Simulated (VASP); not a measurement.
Mg2Si: single point with PBE

The system is Mg2Si.

```
Mg Si
1.0
     0.00000    3.18200    3.18200
     3.18200    0.00000    3.18200
     3.18200    3.18200    0.00000
Mg Si
2 1
Cartesian
  1.5910 1.5910 1.5910
  4.7730 4.7730 4.7730
  0.0000 0.0000 0.0000
```

| Property | Result |
| --- | --- |
| Program | VASP 6.6.1 |
| Task | single point |
| Functional | PBE |
| Potentials or basis | VASP PAW PBE potentials, release 64 (Mg, Si) |
| Cutoff | 600 eV |
| k mesh | 6 × 6 × 6 |
| Occupations | gaussian, width 0.01 eV |
| Spin | no spin polarisation |
| Dipole correction | no |
| Further INCAR settings | ALGO = Normal; EDIFF = 1e-06; NBANDS = 11 |

The pressure is -0.1 GPa and the band gap on the k mesh is 0.21 eV (least direct gap 1.84 eV).

Levels at points of the mesh, in eV from the valence-band top:
| k point | band 2 | band 3 | band 4 | band 5 | band 6 | band 7 |
| --- | --- | --- | --- | --- | --- | --- |
| (0.00, 0.00, 0.00) | 0.00 | 0.00 | 0.00 | 1.84 | 2.55 | 2.55 |
| (0.50, 0.00, 0.00) | -4.74 | -0.70 | -0.70 | 1.23 | 2.54 | 2.54 |
| (0.50, 0.50, 0.00) | -4.42 | -1.94 | -1.94 | 0.21 | 0.39 | 7.89 |

Run time: 9.9 s on 1 thread of Intel(R) Xeon(R) Platinum 8559C (Emerald Rapids), with other jobs on the host, peak memory 0.2 GiB.

A k mesh can miss the band edges.
